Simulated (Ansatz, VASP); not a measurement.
Two plane-wave programs on BN

```xyz
4
Lattice="2.6338 0.0884 -0.0110 -1.2403 2.2296 0.0504 -0.0182 0.0859 4.1745" Properties=species:S:1:pos:R:3 pbc="T T T"
B     1.2381    0.9318    4.2460
B     0.1657    1.6016    2.1809
N     1.2724    0.7789    2.7429
N     0.0699    1.5169    0.3018
```

Change from the starting cell: all atoms moved at random (sigma 0.15 Å a component), cell strained at random (sigma 0.03).

Alike in both runs: task single point; functional r2SCAN; k mesh 12 × 12 × 6; occupations gaussian, width 0.05 eV; no spin polarisation.

|  | VASP | Ansatz |
| --- | --- | --- |
| version | VASP 6.6.1 | Ansatz 0.2.0 |
| potentials or method | VASP PAW PBE potentials, release 64 (B, N), cutoff 520 eV | scalar-relativistic, plane waves, PAW |
| valence electrons in the cell | 16 | 16 |

```tsv
	VASP	Ansatz	Ansatz less VASP
gap on the k mesh at the Fermi level (eV)	3.88	3.87	-0.007
least direct gap on the mesh (eV)	4.91	4.91	-0.002
pressure (GPa)	9.2	8.4	-0.81
traceless stress, the component that is largest in VASP (GPa)	-26.56	-26.26	+0.293
rms of the force components (eV/Å)	4.110	4.106	-0.0040
```

VASP's potentials were made for PBE, not for r2SCAN. Atom by atom the forces differ by 0.023 eV/Å (rms over components). With one functional, cell and mesh, what is left measures potentials, basis and numerics.
